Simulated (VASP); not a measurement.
# TiB2 (P6/mmm) in VASP: elastic constants with PBEsol

Aim: the elastic constants of TiB2 with PBEsol.

Program: VASP 6.6.1. These are calculated values, not measurements. Logs are shortened: lines on timing, memory, paths and dates and some standing lists are left out, and cuts for length are marked.

## (1) The cell of the first run

The structure is hexagonal, space group P6/mmm (No. 191). Conventional cell: a = 3.011 Å, b = 3.011 Å, c = 3.175 Å, α = 90.00°, β = 90.00°, γ = 120.00°. Ti (site symmetry 6/mmm) has 12 B at 2.35 Å and 8 Ti at 3.01 to 3.18 Å within 3.2 Å. Within 2.4 Å of B (site symmetry -6m2) lie 3 B at 1.74 Å and 6 Ti at 2.35 Å.

## (2) Elastic constants, PBEsol

Contents of INCAR:

```
PREC     = Accurate       # precision mode
ENCUT    = 600            # plane-wave cutoff, eV
EDIFF    = 1E-8           # SCF threshold, eV
ISMEAR   = -1             # smearing method
SIGMA    = 0.05           # smearing width, eV
LREAL    = F              # projectors in reciprocal space
LASPH    = T              # aspherical terms in the spheres
NELM     = 60             # most SCF steps
ALGO     = Normal         # electronic algorithm
ISIF     = 3              # what is computed and relaxed
LWAVE    = F              # write WAVECAR
LCHARG   = T              # write CHGCAR
GGA      = PS             # functional
NBANDS   = 16             # bands
IBRION   = 6              # ionic algorithm
NFREE    = 2            
POTIM    = 0.015          # step
NSW      = 1              # ionic steps
```

Contents of KPOINTS:

```
regular mesh
0
Gamma
  16 16 14
```

Contents of POSCAR:

```
TiB2
1.0
    3.0106841173      0.0000000000      0.0000000000
   -1.5053420587      2.6073289284      0.0000000000
    0.0000000000      0.0000000000      3.1752440572
Ti B
1 2
Direct
    0.0000000000      0.0000000000      0.0000000000
    0.3333333333      0.6666666667      0.5000000000
    0.6666666667      0.3333333333      0.5000000000
```

Potentials or basis: VASP PAW PBE potentials, release 64 (Ti_sv, B).

Launch:

```
$ cat potpaw_PBE.64/Ti_sv/POTCAR potpaw_PBE.64/B/POTCAR > POTCAR
$ mpirun -np 1 vasp_std > vasp.out
```

OUTCAR:

```text
PREC = Accurate
   ENCUT = 600
   EDIFF = 1E-8
   ISMEAR = -1
   LREAL = F
   LASPH = T
   NELM = 60
   ISIF = 3
   GGA = PS
   IBRION = 6
   NFREE = 2
   POTIM = 0.015
   NSW = 1

 ion  position               nearest neighbor table
   1  0.000  0.000  0.000-   2 2.35   3 2.35   2 2.35   3 2.35   3 2.35   3 2.35   2 2.35   2 2.35
                             3 2.35   3 2.35   2 2.35   2 2.35
   2  0.333  0.667  0.500-   3 1.74   3 1.74   3 1.74   1 2.35   1 2.35   1 2.35   1 2.35   1 2.35
                             1 2.35
   3  0.667  0.333  0.500-   2 1.74   2 1.74   2 1.74   1 2.35   1 2.35   1 2.35   1 2.35   1 2.35
                             1 2.35

  LATTYP: Found a hexagonal cell.
 ALAT       =     3.0106841173
 C/A-ratio  =     1.0546586535

  Lattice vectors:

 A1 = (   3.0106841173,   0.0000000000,   0.0000000000)
 A2 = (  -1.5053420587,   2.6073289284,   0.0000000000)
 A3 = (   0.0000000000,   0.0000000000,   3.1752440572)

Analysis of symmetry for initial positions (statically):
=====================================================================
 Subroutine PRICEL returns:
 Original cell was already a primitive cell.

 Routine SETGRP: Setting up the symmetry group for a
 hexagonal supercell.

 Subroutine GETGRP returns: Found 24 space group operations
 (whereof 24 operations were pure point group operations)
 out of a pool of 24 trial point group operations.

The static configuration has the point symmetry D_6h.

Analysis of symmetry for dynamics (positions and initial velocities):
=====================================================================
 Subroutine PRICEL returns:
 Original cell was already a primitive cell.

 Routine SETGRP: Setting up the symmetry group for a
 hexagonal supercell.

 Subroutine GETGRP returns: Found 24 space group operations
 (whereof 24 operations were pure point group operations)
[... 799 lines left out ...]
      5      -0.7842      2.00000
      6       3.4860      2.00000
[... 8 lines left out ...]
     15      19.0419      0.00000
     16      20.2033      0.00000

 [... further k-points ...]

------------------------ aborting loop because EDIFF is reached ----------------------------------------

  FORCE on cell =-STRESS in cart. coord.  units (eV):
  Direction    XX          YY          ZZ          XY          YZ          ZX
  --------------------------------------------------------------------------------------
  -------------------------------------------------------------------------------------
  Total        0.3696792      0.3696792      0.3508428     -0.0000000      0.0000000     -0.0000000
  in kB       23.7627942     23.7627942     22.5519979     -0.0000000      0.0000000     -0.0000000
  external PRESSURE =      23.3591955 kB  Pullay stress =       0.0000000 kB
[... 18 lines left out ...]
  FREE ENERGIE OF THE ION-ELECTRON SYSTEM (eV)
  ---------------------------------------------------
  free  energy   TOTEN  =       -25.7938654699 eV

  energy  without entropy=      -25.7916930376  energy(sigma->0) =      -25.79277925

 INTERNAL STRAIN TENSORS FROM STRAINED CELLS
 ============================================

 INTERNAL STRAIN TENSOR FOR ION    1 for displacements in x,y,z  (eV/Angst):
          X           Y           Z          XY          YZ          ZX
  --------------------------------------------------------------------------------
  x     0.00000     0.00000     0.00000     0.00000    -0.00000     0.00000
  y     0.00000     0.00000     0.00000     0.00000     0.00000     0.00000
  z     0.00000     0.00000     0.00000     0.00000     0.00000     0.00000

 INTERNAL STRAIN TENSORS FROM DISPLACED ATOMS
 ============================================

 INTERNAL STRAIN TENSOR FOR ION    1 for displacements in x,y,z  (eV/Angst):
          X           Y           Z          XY          YZ          ZX
  --------------------------------------------------------------------------------
  x     0.00000     0.00000     0.00000     0.00000     0.00000     0.00000
  y     0.00000     0.00000     0.00000     0.00000     0.00000     0.00000
  z     0.00000     0.00000     0.00000     0.00000     0.00000     0.00000

 INTERNAL STRAIN TENSOR FOR ION    3 for displacements in x,y,z  (eV/Angst):
          X           Y           Z          XY          YZ          ZX
  --------------------------------------------------------------------------------
  x    -0.00000     0.00000     0.00000     3.80994     0.00000     0.00000
  y     3.80994    -3.80994    -0.00000     0.00000     0.00000     0.00000
  z     0.00000     0.00000     0.00000     0.00000    -0.00000     0.00000

 Eigenvectors and eigenvalues of the dynamical matrix
 ----------------------------------------------------

   1 f  =   27.532993 THz   172.994895 2PiTHz  918.401777 cm-1   113.867257 meV
             X         Y         Z           dx          dy          dz
      0.000000  0.000000  0.000000    -0.000000    0.000000    0.000000
     -0.000000  1.738219  1.587622    -0.277689    0.650299    0.000000
      1.505342  0.869110  1.587622     0.277689   -0.650299    0.000000
[... 43 lines left out ...]
   9 f/i=    0.002091 THz     0.013138 2PiTHz    0.069746 cm-1     0.008647 meV
             X         Y         Z           dx          dy          dz
      0.000000  0.000000  0.000000    -0.000000    0.000000    0.829928
     -0.000000  1.738219  1.587622    -0.000000    0.000000    0.394474
      1.505342  0.869110  1.587622    -0.000000    0.000000    0.394474

--------------------------------------------------------------------------------------------------------

 ELASTIC MODULI CONTR FROM IONIC RELAXATION (kBar)
 Direction    XX          YY          ZZ          XY          YZ          ZX
 --------------------------------------------------------------------------------
 XX         -55.6502     55.6502      0.0000      0.0000      0.0000      0.0000
 YY          55.6502    -55.6502     -0.0000      0.0000     -0.0000      0.0000
 ZZ           0.0000     -0.0000     -0.0000     -0.0000     -0.0000      0.0000
 XY           0.0000      0.0000     -0.0000    -55.6502      0.0000      0.0000
 YZ           0.0000     -0.0000     -0.0000      0.0000     -0.0000      0.0000
 ZX           0.0000      0.0000      0.0000      0.0000      0.0000      0.0000
 --------------------------------------------------------------------------------

 TOTAL ELASTIC MODULI (kBar)
 Direction    XX          YY          ZZ          XY          YZ          ZX
 --------------------------------------------------------------------------------
 XX        6949.3593    703.8538   1116.5069     -0.0000      0.0000      0.0000
 YY         703.8538   6949.3593   1116.5069     -0.0000     -0.0000      0.0000
 ZZ        1116.5069   1116.5069   4889.4979     -0.0000     -0.0000      0.0000
 XY          -0.0000     -0.0000     -0.0000   3122.7527      0.0000      0.0000
 YZ           0.0000     -0.0000     -0.0000      0.0000   2845.7834     -0.0000
 ZX           0.0000     -0.0000      0.0000      0.0000     -0.0000   2845.7830
 --------------------------------------------------------------------------------
```

Wall time 68 min (1 thread of Oxide Virtual Turin-like, shared host); peak memory 0.88 GiB.

What came out:

| Item | Value |
| --- | --- |
| Voigt bulk modulus | 274 GPa |
| Highest phonon frequency at Γ | 918 cm⁻¹ |

Phonon frequencies in cm⁻¹ (negative: imaginary):
```
              q point                    frequencies
(0.000, 0.000, 0.000)  0 0 0 533 533 538 570 918 918
```

Elastic tensor in Voigt notation (GPa, in the Cartesian axes of the cell as first typed):
```
695  70 112   0   0   0
 70 695 112   0   0   0
112 112 489   0   0   0
  0   0   0 285   0   0
  0   0   0   0 285   0
  0   0   0   0   0 312
```

Clamped-ion elastic tensor (GPa):
```
701  65 112   0   0   0
 65 701 112   0   0   0
112 112 489   0   0   0
  0   0   0 285   0   0
  0   0   0   0 285   0
  0   0   0   0   0 318
```

Caveat: the cell is under stress, which shifts elastic constants; the PAW data sets were made with another functional, which shifts forces and pressure a little.
